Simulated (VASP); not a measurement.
The system is Cu.

```
CELL_PARAMETERS angstrom
2.48237 0.00000 0.00000
-1.24118 2.14979 0.00000
0.00000 0.00000 4.02862
ATOMIC_POSITIONS crystal
Cu 0.66667 0.33333 0.75000
Cu 0.33333 0.66667 0.25000
```

Base run:

```yaml
Program: VASP 6.6.1
Functional: r2SCAN
Potentials_or_basis: VASP PAW PBE potentials, release 64 (Cu)
Cutoff: 520 eV
k_mesh: 12 × 12 × 7
Occupations: fermi-dirac, width 0.05 eV
Spin: no spin polarisation
```

Its results: band gap on the k mesh zero (band 11 reaches 13.00 eV, above the bottom of band 12 at 6.50 eV); pressure 13.0 GPa.

Problem. The run is repeated on the same cell with these changes: functional from r2SCAN to PBEsol; further incar settings from ALGO = Normal; EDIFF = 1e-06; NBANDS = 18 to ALGO = Normal; EDIFF = 1e-07; NBANDS = 18. What comes out?

Solution. Band gap on the k mesh zero (band 11 reaches 12.80 eV, above the bottom of band 12 at 6.62 eV); pressure 10.8 GPa.

Caveats: the PAW data sets were made with another functional, which shifts forces and pressure a little.
